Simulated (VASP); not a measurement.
Write the native input for VASP 6.6.1 that does the following.

```yaml
Task: single point
Functional: PBEsol
Dispersion: D3(BJ)
Potentials_or_basis: VASP PAW PBE potentials, release 64 (La, H)
Cutoff: 520 eV
k_mesh: 6 × 6 × 6
Occupations: fermi-dirac, width 0.02 eV
Spin: no spin polarisation
Dipole_correction: no
Further_INCAR_settings: ALGO = Normal; EDIFF = 1e-06; NBANDS = 15
```

The structure of LaH3 lies in POSCAR:

```
LaH3
1.0
   -1.9700893349      1.9700893349      2.7870153381
    1.9700893349     -1.9700893349      2.7870153381
    1.9700893349      1.9700893349     -2.7870153381
La H
1 3
Direct
    0.0000000000      0.0000000000      0.0000000000
    0.7500000000      0.2500000000      0.5000000000
    0.2500000000      0.7500000000      0.5000000000
    0.5000000000      0.5000000000      0.0000000000
```

One way to write it, as run:

INCAR

```
PREC = Accurate ; ENCUT = 520
EDIFF = 1E-6 ; ISMEAR = -1
SIGMA = 0.02 ; LREAL = False
LASPH = True ; NELM = 60
ALGO = Normal ; ISIF = 2
LWAVE = False ; LCHARG = True
GGA = PS ; IVDW = 12
LELF = True ; LVHAR = True
NBANDS = 15
```

KPOINTS

```
regular mesh
0
Gamma
  6 6 6
```

Potentials or basis: VASP PAW PBE potentials, release 64 (La, H).

Run with:

```bash
$ cat potpaw_PBE.64/La/POTCAR potpaw_PBE.64/H/POTCAR > POTCAR
$ mpirun -np 1 vasp_std > vasp.out
```

Results of the run:

```yaml
Pressure: -5.9 GPa
Band_gap_on_the_k_mesh: zero (band 7 reaches 7.90 eV, above the bottom of band 8 at 7.75 eV)
Dispersion_energy_per_atom: -0.175 eV
```

Caveat: the k points lie up to 0.38 Å⁻¹ apart; the PAW data sets were made with another functional, which shifts forces and pressure a little; spin-orbit coupling is left out, which moves the levels of the heavy elements; pairwise dispersion overbinds metals, which lowers pressure and volume.

Run time: 16 s on 1 thread of AMD EPYC 9R45 96-Core Processor (Zen 5) (shared host), peak memory 0.16 GiB.
